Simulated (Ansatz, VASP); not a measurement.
**Two plane-wave programs on Te2Mo**

The input INCAR:

```
PREC = Accurate
ENCUT = 520
EDIFF = 1E-6
ISMEAR = -1
SIGMA = 0.1
LREAL = False
LASPH = True
NELM = 100
ALGO = Normal
ISIF = 2
LWAVE = False
LCHARG = False
GGA = PE
NBANDS = 35
```

The input KPOINTS:

```
regular mesh
0
Gamma
  8 8 2
```

File POSCAR:

```
Te2Mo
1.0
    3.4706509280      0.0000000000      0.0000000000
   -1.7353254640      3.0056722900      0.0000000000
    0.0000000000      0.0000000000     13.7847444167
Te Mo
4 2
Direct
    0.3333333333      0.6666666667      0.6210000000
    0.6666666667      0.3333333333      0.1210000000
    0.3333333333      0.6666666667      0.8790000000
    0.6666666667      0.3333333333      0.3790000000
    0.3333333333      0.6666666667      0.2500000000
    0.6666666667      0.3333333333      0.7500000000
```

Input for Ansatz:

```yaml
crystal:
  lattice:
    - [3.470650927963784, 0.0, 0.0]
    - [-1.735325463981892, 3.005672289954347, 0.0]
    - [0.0, 0.0, 13.784744416745701]
  atoms:
    - { symbol: Te, position: [0.3333333333333333, 0.6666666666666666, 0.621] }
    - { symbol: Te, position: [0.6666666666666666, 0.3333333333333333, 0.121] }
    - { symbol: Te, position: [0.3333333333333333, 0.6666666666666666, 0.879] }
    - { symbol: Te, position: [0.6666666666666666, 0.3333333333333333, 0.379] }
    - { symbol: Mo, position: [0.3333333333333333, 0.6666666666666666, 0.25] }
    - { symbol: Mo, position: [0.6666666666666666, 0.3333333333333333, 0.75] }
basis:
  ecutwfc: 550.0
kpoints:
  mp_grid:
    grid: [8, 8, 2]
hamiltonian:
  xc: pbe
scf:
  occupations:
    method: fermi_dirac
    width: 0.1
output:
  stress: true
```

Alike in both runs: task single point; functional PBE; k mesh 8 × 8 × 2; occupations fermi-dirac, width 0.1 eV; no spin polarisation.

|  | VASP | Ansatz |
| --- | --- | --- |
| version | VASP 6.6.1 | Ansatz 0.2.0 |
| potentials or method | VASP PAW PBE potentials, release 64 (Te, Mo_sv), cutoff 520 eV | plane waves, PAW |
| valence electrons in the cell | 52 | 92 |

```csv
,VASP,Ansatz,Ansatz less VASP
pressure (GPa),7.7,7.7,-0.02
"traceless stress, the component that is largest in VASP (GPa)",1.26,1.19,-0.068
```

With one functional, cell and mesh, what is left measures potentials, basis and numerics. VASP's potentials hold 52 valence electrons a cell and Ansatz's 92, so a difference there can come from the potentials and not from the codes.

Neither program's run includes spin-orbit coupling.
